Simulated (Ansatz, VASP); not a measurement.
Ni in VASP and in Ansatz

File INCAR:

```
PREC = Accurate ; ENCUT = 600
EDIFF = 1E-6 ; ISMEAR = -1
SIGMA = 0.1 ; LREAL = F
LASPH = T ; NELM = 200
ALGO = Normal ; ISIF = 2
LWAVE = F ; LCHARG = F
ISPIN = 2 ; MAGMOM = 1.5
LORBIT = 11 ; LMAXMIX = 4
NBANDS = 15 ; GGA_COMPAT = F
```

The input KPOINTS:

```
regular mesh
0
Gamma
  14 14 14
```

The input POSCAR:

```
Ni
1.0
    0.0000000000      1.7619350000      1.7619350000
    1.7619350000      0.0000000000      1.7619350000
    1.7619350000      1.7619350000      0.0000000000
Ni
1
Direct
    0.0000000000      0.0000000000      0.0000000000
```

Input for Ansatz:

```yaml
crystal:
  lattice:
    - [0.0, 1.761935, 1.761935]
    - [1.761935, 0.0, 1.761935]
    - [1.761935, 1.761935, 0.0]
  atoms:
    - { symbol: Ni, position: [0.0, 0.0, 0.0], spin: 1.5 }
magnetization:
  spin_polarized: true
kpoints:
  mp_grid: { grid: [14, 14, 14] }
scf:
  occupations: { method: fermi_dirac, width: 0.1 }
  lower_state_search: "off"
hamiltonian:
  xc: lda
  pseudopotentials: { kind: paw }
output:
  forces: true
  stress: true
  eigenvalues: true
```

Alike in both runs: task single point; functional LDA; k mesh 14 × 14 × 14; occupations fermi-dirac, width 0.1 eV; collinear spin.

|  | VASP | Ansatz |
| --- | --- | --- |
| version | VASP 6.6.1 | Ansatz 0.2.0 |
| potentials or method | VASP PAW LDA potentials, release 64 (Ni) | PAW with Ansatz's default frozen-core files, scalar-relativistic |
| plane-wave cutoff (eV) | 600 | 420 |
| valence electrons in the cell | 10 | 18 |

Ansatz gave:

- pressure (GPa): -17.6
- net moment per atom (μB): 0.58
- size of the moment on the site where the two differ most (μB): 0.60

Q: Estimate VASP's values.

A: Pressure (GPa): -17.5; net moment per atom (μB): 0.55; size of the moment on the site where the two differ most (μB): 0.55.

LDA's correlation is that of Perdew and Zunger in VASP and of Perdew and Wang (1992) in Ansatz. Site moments also hang on the region over which each program counts them. VASP's potentials hold 10 valence electrons a cell and Ansatz's 18, so a difference there can come from the potentials and not from the codes.
